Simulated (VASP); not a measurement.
A run of VASP 6.6.1 is set up as follows.

File INCAR:

```
SYSTEM = Si3N4
  PREC = Accurate
  ENCUT = 520
  EDIFF = 1E-7
  ISMEAR = -1
  SIGMA = 0.02
  LREAL = .FALSE.
  LASPH = .TRUE.
  NELM = 60
  ALGO = Normal
  ISIF = 2
  LWAVE = .FALSE.
  LCHARG = .FALSE.
  GGA = PE
  NBANDS = 45
```

File KPOINTS:

```
regular mesh
0
G
  4 4 9
  0 0 0
```

File POSCAR:

```
Si3N4
1.0
    7.6322000000      0.0000000000      0.0000000000
   -3.8161000000      6.6096790868      0.0000000000
    0.0000000000      0.0000000000      2.9191000000
Si N
6 8
Direct
    0.1744557067      0.7683584695      0.2500000000
    0.4060972372      0.1744557067      0.7500000000
    0.2316415305      0.4060972372      0.2500000000
    0.8255442933      0.2316415305      0.7500000000
    0.5939027628      0.8255442933      0.2500000000
    0.7683584695      0.5939027628      0.7500000000
    0.3333333333      0.6666666667      0.2500000000
    0.6666666667      0.3333333333      0.7500000000
    0.3298864027      0.0303253381      0.2500000000
    0.2995610646      0.3298864027      0.7500000000
    0.9696746619      0.2995610646      0.2500000000
    0.6701135973      0.9696746619      0.7500000000
    0.7004389354      0.6701135973      0.2500000000
    0.0303253381      0.7004389354      0.7500000000
```

Potentials or basis: VASP PAW PBE potentials, release 64 (Si, N).

Launch:

```bash
$ cat potpaw_PBE.64/Si/POTCAR potpaw_PBE.64/N/POTCAR > POTCAR
$ mpirun -np 1 vasp_std > vasp.out
```

Problem. Estimate the band gap on the k mesh.

Solution. 4.29 eV (least direct gap 4.47 eV).

Problem. What does it give for the pressure?

Solution. 2.3 GPa.

Stress tensor (GPa, compression positive):
```
2.47 0.00 0.00
0.00 2.47 0.00
0.00 0.00 1.85
```

Caveat: an odd mesh through Γ misses points on the zone boundary, where band edges can lie.
